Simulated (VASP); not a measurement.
A run of VASP 6.6.1 is set up as follows.

INCAR

```
PREC     = Accurate       # precision mode
ENCUT    = 600            # plane-wave cutoff, eV
EDIFF    = 1E-6           # SCF threshold, eV
ISMEAR   = 0              # smearing method
SIGMA    = 0.01           # smearing width, eV
LREAL    = False          # projectors in reciprocal space
LASPH    = True           # aspherical terms in the spheres
NELM     = 120            # most SCF steps
ALGO     = Normal         # electronic algorithm
ISIF     = 2              # what is computed and relaxed
LWAVE    = False          # write WAVECAR
LCHARG   = False          # write CHGCAR
GGA      = CA             # functional
NBANDS   = 11             # bands
GGA_COMPAT= False
```

File KPOINTS:

```
regular mesh
0
Gamma
  6 6 6
```

Contents of POSCAR:

```
MgS
1.0
    0.0000000000      2.8331200000      2.8331200000
    2.8331200000      0.0000000000      2.8331200000
    2.8331200000      2.8331200000      0.0000000000
Mg S
1 1
Direct
    0.0000000000      0.0000000000      0.0000000000
    0.7500000000      0.7500000000      0.7500000000
```

Potentials or basis: VASP PAW LDA potentials, release 64 (Mg, S).

The run is started by

```bash
$ cat potpaw_LDA.64/Mg/POTCAR potpaw_LDA.64/S/POTCAR > POTCAR
$ mpirun -np 1 vasp_std > vasp.out
```

**Question.** Estimate the pressure.

**Answer.** -2.5 GPa.

**Question.** Estimate the band gap on the k mesh.

**Answer.** 3.18 eV, direct.

A k mesh can miss the band edges. A hybrid or GW would open this gap; LDA tends to underestimate it.
